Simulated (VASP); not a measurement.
# BN (F-43m) in VASP: single point with PBE0

Aim: the single point of BN with PBE0.

Everything below comes from runs of VASP 6.6.1. Logs are shortened: lines on timing, memory, paths and dates and some standing lists are left out, and cuts for length are marked.

### 1 The cell of the first run

Symmetry: F-43m, No. 216, cubic system. Conventional cell: a = 3.610 Å, b = 3.610 Å, c = 3.610 Å, α = 90.00°, β = 90.00°, γ = 90.00°. Within 2.1 Å of B (site symmetry -43m) lie 4 N at 1.56 Å. Within 2.1 Å of N (site symmetry -43m) lie 4 B at 1.56 Å.

### 2 Single point, PBE0

The input, POSCAR:

```
BN
1.0
    0.0000000000      1.8048254656      1.8048254656
    1.8048254656      0.0000000000      1.8048254656
    1.8048254656      1.8048254656      0.0000000000
B N
1 1
Direct
    0.0000000000      0.0000000000      0.0000000000
    0.2500000000      0.2500000000      0.2500000000
```

The input, INCAR.step1:

```
ALGO = Normal
EDIFF = 1E-5
ENCUT = 520
GGA = PE
ISIF = 2
ISMEAR = 0
LASPH = True
LREAL = False
LWAVE = True
NBANDS = 11
NELM = 80
PREC = Accurate
SIGMA = 0.01
```

The input, INCAR.step2:

```
AEXX = 0.25
ALGO = Normal
EDIFF = 1E-6
ENCUT = 520
GGA = PE
ISIF = 2
ISMEAR = 0
ISTART = 1
LASPH = True
LCHARG = True
LELF = True
LHFCALC = True
LREAL = False
LVHAR = True
LWAVE = False
NBANDS = 11
NELM = 80
PREC = Accurate
PRECFOCK = Normal
SIGMA = 0.01
```

The input, KPOINTS:

```
k-points
0
Gamma
  8 8 8
```

Potentials or basis: VASP PAW PBE potentials, release 64 (B, N).

Command:

```console
cat potpaw_PBE.64/B/POTCAR potpaw_PBE.64/N/POTCAR > POTCAR
cp INCAR.step1 INCAR
mpirun -np 1 vasp_std > vasp.out
cp INCAR.step2 INCAR
mpirun -np 1 vasp_std > vasp.out
```

OUTCAR:

```text
AEXX = 0.25
   EDIFF = 1E-6
   ENCUT = 520
   GGA = PE
   ISIF = 2
   ISMEAR = 0
   ISTART = 1
   LASPH = True
   LHFCALC = True
   LREAL = False
   NELM = 80
   PREC = Accurate
   PRECFOCK = Normal

 ion  position               nearest neighbor table
   1  0.000  0.000  0.000-   2 1.56   2 1.56   2 1.56   2 1.56
   2  0.250  0.250  0.250-   1 1.56   1 1.56   1 1.56   1 1.56

  LATTYP: Found a face centered cubic cell.
 ALAT       =     3.6096509312

  Lattice vectors:

 A1 = (   0.0000000000,   1.8048254656,   1.8048254656)
 A2 = (   1.8048254656,   0.0000000000,   1.8048254656)
 A3 = (   1.8048254656,   1.8048254656,   0.0000000000)

Analysis of symmetry for initial positions (statically):
=====================================================================
 Subroutine PRICEL returns:
 Original cell was already a primitive cell.

 Routine SETGRP: Setting up the symmetry group for a
 face centered cubic supercell.

 Subroutine GETGRP returns: Found 24 space group operations
 (whereof 24 operations were pure point group operations)
 out of a pool of 48 trial point group operations.

The static configuration has the point symmetry T_d .

Analysis of symmetry for dynamics (positions and initial velocities):
=====================================================================
 Subroutine PRICEL returns:
 Original cell was already a primitive cell.

 Routine SETGRP: Setting up the symmetry group for a
 face centered cubic supercell.

 Subroutine GETGRP returns: Found 24 space group operations
 (whereof 24 operations were pure point group operations)
 out of a pool of 48 trial point group operations.

The dynamic configuration has the point symmetry T_d .

 Subroutine INISYM returns: Found 24 space group operations
 (whereof 24 operations are pure point group operations),
 and found     1 'primitive' translations

----------------------------------------------------------------------------------------

                                     Primitive cell

  volume of cell :      11.7581

  direct lattice vectors                    reciprocal lattice vectors
     0.000000000  1.804825466  1.804825466    -0.277035098  0.277035098  0.277035098
     1.804825466  0.000000000  1.804825466     0.277035098 -0.277035098  0.277035098
     1.804825466  1.804825466  0.000000000     0.277035098  0.277035098 -0.277035098

  length of vectors
     2.552408651  2.552408651  2.552408651     0.479838865  0.479838865  0.479838865

  position of ions in fractional coordinates (direct lattice)
     0.000000000  0.000000000  0.000000000
     0.250000000  0.250000000  0.250000000

  ion indices of the primitive-cell ions
   primitive index   ion index
                 1           1
                 2           2

----------------------------------------------------------------------------------------

 KPOINTS: k-points

Automatic generation of k-mesh.
 Grid dimensions read from file:
 generate k-points for:    8    8    8

 Generating k-lattice:

  Cartesian coordinates                     Fractional coordinates (reciprocal lattice)
    -0.034629387  0.034629387  0.034629387     0.125000000  0.000000000  0.000000000
     0.034629387 -0.034629387  0.034629387     0.000000000  0.125000000  0.000000000
     0.034629387  0.034629387 -0.034629387     0.000000000  0.000000000  0.125000000

  Length of vectors
     0.059979858  0.059979858  0.059979858

  Shift w.r.t. Gamma in fractional coordinates (k-lattice)
     0.000000000  0.000000000  0.000000000

 Subroutine IBZKPT returns following result:
 ===========================================

 Found     29 irreducible k-points:

 Following reciprocal coordinates:
            Coordinates               Weight
  0.000000  0.000000  0.000000      1.000000
  0.125000  0.000000  0.000000      8.000000
  0.250000  0.000000  0.000000      8.000000
  0.375000  0.000000  0.000000      8.000000
  0.500000  0.000000  0.000000      4.000000
  0.125000  0.125000  0.000000      6.000000
[... 16 lines left out ...]
  0.500000  0.250000  0.125000     48.000000
 -0.375000  0.250000  0.125000     24.000000
 [... further k-points ...]
   k-points           NKPTS =     29   k-points in BZ     NKDIM =    512   number of bands    NBANDS=     11
   number of dos      NEDOS =    301   number of ions     NIONS =      2
   total plane-waves  NPLWV =   8000
   dimension x,y,z NGX =    20 NGY =   20 NGZ =   20
   dimension x,y,z NGXF=    40 NGYF=   40 NGZF=   40
   ions per type =               1   1
   NGX,Y,Z   is equivalent  to a cutoff of  13.03, 13.03, 13.03 a.u.
   NGXF,Y,Z  is equivalent  to a cutoff of  26.05, 26.05, 26.05 a.u.
 SYSTEM =  unknown system
   PREC   = accura    normal or accurate (medium, high low for compatibility)
   ISTART =      1    job   : 0-new  1-cont  2-samecut
   ICHARG =      0    charge: 1-file 2-atom 10-const
   ISPIN  =      1    spin polarized calculation?
   LNONCOLLINEAR =      F non collinear calculations
   LSORBIT =      F    spin-orbit coupling
   LASPH  =      T    aspherical Exc in radial PAW
   ENCUT  =  520.0 eV  38.22 Ry    6.18 a.u.   4.75  4.75  4.75*2*pi/ulx,y,z
   NELM   =     80;   NELMIN=  2; NELMDL=  0     # of ELM steps
   EDIFF  = 0.1E-05   stopping-criterion for ELM
   LREAL  =      F    real-space projection
   EDIFFG = 0.1E-04   stopping-criterion for IOM
   NSW    =      0    number of steps for IOM
   IBRION =     -1    ionic relax: 0-MD 1-quasi-New 2-CG
   NFREE  =      0    steps in history (QN), initial steepest desc. (CG)
   ISIF   =      2    stress and relaxation
   ISYM   =      3    0-nonsym 1-usesym 2-fastsym
   POTIM  = 0.5000    time-step for ionic-motion
   TEBEG  =    0.0;   TEEND  =   0.0 temperature during run
   PSTRESS=    0.0 pullay stress
   NELECT =       8.0000    total number of electrons
   NUPDOWN=      -1.0000    fix difference up-down
   EMIN   =  10.00;   EMAX   =-10.00  energy-range for DOS
   EFERMI =   0.00;   METHOD = LEGACY
   ISMEAR =     0;   SIGMA  =   0.01  broadening in eV -4-tet -1-fermi 0-gaus
   EFERMI_NEDOS =   21; number of points for ismear=-14 and -15
   IALGO  =     38    algorithm
   IMIX   =      1    mixing-type and parameters
     AMIX     =   0.40;   BMIX     =  1.00
     AMIX_MAG =   1.60;   BMIX_MAG =  1.00
  volume/ion in A,a.u.               =       5.88        39.67
  Fermi-wavevector in a.u.,A,eV,Ry     =   1.439880  2.720979 28.208337  2.073254
  Thomas-Fermi vector in A             =   2.558686
   LORBIT       =      0    0 simple, 1 ext, 2 COOP (PROOUT), +10 PAW based schemes
   GGA     = PE    functional components
   LHFCALC =     T    Hartree Fock is set to
   PRECFOCK=normal    Normal, Fast or Accurate (Low or Medium for compatibility)
   ENCUT4O =  -1.0   cutoff for four orbital integrals eV
   NKREDX  =     1    reduce k-point grid by
   NKREDY  =     1    reduce k-point grid by
   NKREDZ  =     1    reduce k-point grid by
   AEXX    =    0.2500 exact exchange contribution
   HFSCREEN=    0.0000 screening length (either q_TF or 0.3 A-1)
   HFSCREENC=   0.0000 screening length for correlation (either q_TF or 0.3 A-1)
   ENCUTFOCK=  -1.0 apply spherical cutoff to Coloumb kernel
   IVDW    =     0    specifies the selected vdW correction
   LEPSILON=     F    determine dielectric tensor
   LRPA    =     F    only Hartree local field effects (RPA)
 non-spin polarized calculation
 Gauss-broadening in eV      SIGMA  =   0.01
  energy-cutoff  :      520.00
  volume of cell :       11.76
 maximum number of plane-waves:       332
  NGX = 16; NGY = 16; NGZ = 16

 number of electron       7.9999999 magnetization

 Free energy of the ion-electron system (eV)
  ---------------------------------------------------
  ext. energy  EPLUGINS =         0.00000000
  ---------------------------------------------------
  free energy    TOTEN  =       -21.28212618 eV

  energy without entropy =      -21.28212618  energy(sigma->0) =      -21.28212618

 E-fermi :   6.3758     XC(G=0): -10.0910

 val. band max:        6.2086056774   @ k =   0.0000   0.0000   0.0000
 cond. band min:      12.7630322611   @ k =   0.5000   0.5000   0.0000
 fundamental gap:      6.5544265837
 Fermi energy:         6.3757657961

 k-point     1 :       0.0000    0.0000    0.0000
  band No.  band energies     occupation
      1     -15.9826      2.00000
      2       6.2086      2.00000
      3       6.2086      2.00000
      4       6.2086      2.00000
      5      17.5576      0.00000
      6      17.5576      0.00000
      7      17.5576      0.00000
      8      19.2009      0.00000
      9      33.8160      0.00000
     10      36.8235      0.00000
     11      36.8235      0.00000

 k-point     2 :       0.1250    0.0000    0.0000
  band No.  band energies     occupation
      1     -15.5726      2.00000
      2       4.1678      2.00000
      3       5.7987      2.00000
      4       5.7987      2.00000
      5      17.9202      0.00000
      6      18.1780      0.00000
      7      18.1780      0.00000
      8      20.5024      0.00000
      9      33.2939      0.00000
     10      33.5672      0.00000
     11      33.5672      0.00000

 k-point     3 :       0.2500    0.0000    0.0000
  band No.  band energies     occupation
      1     -14.3828      2.00000
      2       0.2044      2.00000
      3       4.9822      2.00000
      4       4.9822      2.00000
      5      18.3876      0.00000
      6      19.1972      0.00000
      7      19.1972      0.00000
      8      22.7139      0.00000
      9      32.4160      0.00000
     10      32.5168      0.00000
     11      32.5168      0.00000

 k-point     4 :       0.3750    0.0000    0.0000
  band No.  band energies     occupation
      1     -12.6288      2.00000
      2      -3.5839      2.00000
      3       4.3255      2.00000
      4       4.3255      2.00000
      5      18.7597      0.00000
      6      19.5480      0.00000
      7      19.5480      0.00000
      8      24.0418      0.00000
      9      32.3299      0.00000
     10      34.2383      0.00000
     11      34.2383      0.00000

 k-point     5 :       0.5000    0.0000    0.0000
  band No.  band energies     occupation
      1     -11.4335      2.00000
      2      -5.5005      2.00000
      3       4.0861      2.00000
      4       4.0861      2.00000
      5      18.8978      0.00000
      6      19.5294      0.00000
      7      19.5294      0.00000
      8      24.4240      0.00000
      9      32.6272      0.00000
     10      36.2178      0.00000
     11      36.2847      0.00000
[... 211 lines left out ...]
 k-point    21 :       0.5000    0.5000    0.0000
  band No.  band energies     occupation
      1      -9.9418      2.00000
      2      -3.6226      2.00000
      3       0.8577      2.00000
      4       0.8577      2.00000
      5      12.7630      0.00000
      6      17.7509      0.00000
      7      27.5302      0.00000
      8      27.5302      0.00000
      9      30.3265      0.00000
     10      36.7955      0.00000
     11      42.9035      0.00000

 k-point    22 :       0.3750    0.2500    0.1250
  band No.  band energies     occupation
      1     -13.3685      2.00000
      2      -0.0548      2.00000
      3       1.9135      2.00000
      4       4.0036      2.00000
      5      17.2315      0.00000
      6      20.7777      0.00000
      7      21.5763      0.00000
      8      22.4224      0.00000
      9      28.5504      0.00000
     10      34.8497      0.00000
     11      36.6737      0.00000

 k-point    23 :       0.5000    0.2500    0.1250
  band No.  band energies     occupation
      1     -11.7306      2.00000
      2      -2.8089      2.00000
      3       1.0029      2.00000
      4       2.9970      2.00000
      5      18.0698      0.00000
      6      20.2086      0.00000
      7      22.8862      0.00000
      8      23.7994      0.00000
      9      29.2793      0.00000
     10      34.4771      0.00000
     11      36.8994      0.00000

 k-point    24 :      -0.3750    0.2500    0.1250
  band No.  band energies     occupation
      1     -10.6720      2.00000
      2      -4.4079      2.00000
      3       0.9121      2.00000
      4       2.4543      2.00000
      5      18.2394      0.00000
      6      20.0292      0.00000
      7      23.6077      0.00000
      8      25.0949      0.00000
      9      28.4959      0.00000
     10      35.2846      0.00000
     11      36.8453      0.00000

 [... further k-points ...]
[... 5 lines left out ...]
  --------------------------------------------------------------------------------------
  -------------------------------------------------------------------------------------
  Total       -0.2851987     -0.2851987     -0.2851987      0.0000000     -0.0000000     -0.0000000
  in kB      -38.8617564    -38.8617564    -38.8617564      0.0000000     -0.0000000     -0.0000000
  external PRESSURE =     -38.8617564 kB  Pullay stress =       0.0000000 kB

 VOLUME and BASIS-vectors are now :
 -----------------------------------------------------------------------------
  energy-cutoff  :      520.00
  volume of cell :       11.76
      direct lattice vectors                 reciprocal lattice vectors
     0.000000000  1.804825466  1.804825466    -0.277035098  0.277035098  0.277035098
     1.804825466  0.000000000  1.804825466     0.277035098 -0.277035098  0.277035098
     1.804825466  1.804825466  0.000000000     0.277035098  0.277035098 -0.277035098

 POSITION                                       TOTAL-FORCE (eV/Angst)
 -----------------------------------------------------------------------------------
      0.00000      0.00000      0.00000         0.000000      0.000000      0.000000
      0.90241      0.90241      0.90241        -0.000000     -0.000000     -0.000000
 -----------------------------------------------------------------------------------
    total drift:                               -0.000000     -0.000000     -0.000000

  FREE ENERGIE OF THE ION-ELECTRON SYSTEM (eV)
  ---------------------------------------------------
  free  energy   TOTEN  =       -21.2821261846 eV

  energy  without entropy=      -21.2821261846  energy(sigma->0) =      -21.28212618
```

Run time: 16 min. Hardware: 1 thread of AMD EPYC 7R43 (Zen 3), shared host; peak memory 0.1 GiB.

What came out:

```yaml
Free_energy: -21.2821 eV
Pressure: -3.9 GPa
Band_gap_on_the_k_mesh: 6.55 eV, indirect (least direct gap 11.35 eV)
```

Levels at points of the mesh, in eV from the valence-band top:
| k point | band 1 | band 2 | band 3 | band 4 | band 5 | band 6 | band 7 | band 8 | band 9 |
| --- | --- | --- | --- | --- | --- | --- | --- | --- | --- |
| (0.00, 0.00, 0.00) | -22.19 | 0.00 | 0.00 | 0.00 | 11.35 | 11.35 | 11.35 | 12.99 | 27.61 |
| (0.50, 0.00, 0.00) | -17.64 | -11.71 | -2.12 | -2.12 | 12.69 | 13.32 | 13.32 | 18.22 | 26.42 |
| (0.50, 0.50, 0.00) | -16.15 | -9.83 | -5.35 | -5.35 | 6.55 | 11.54 | 21.32 | 21.32 | 24.12 |

Caveat: the PAW data sets were made with another functional, which shifts forces and pressure a little. A k mesh can miss the band edges.
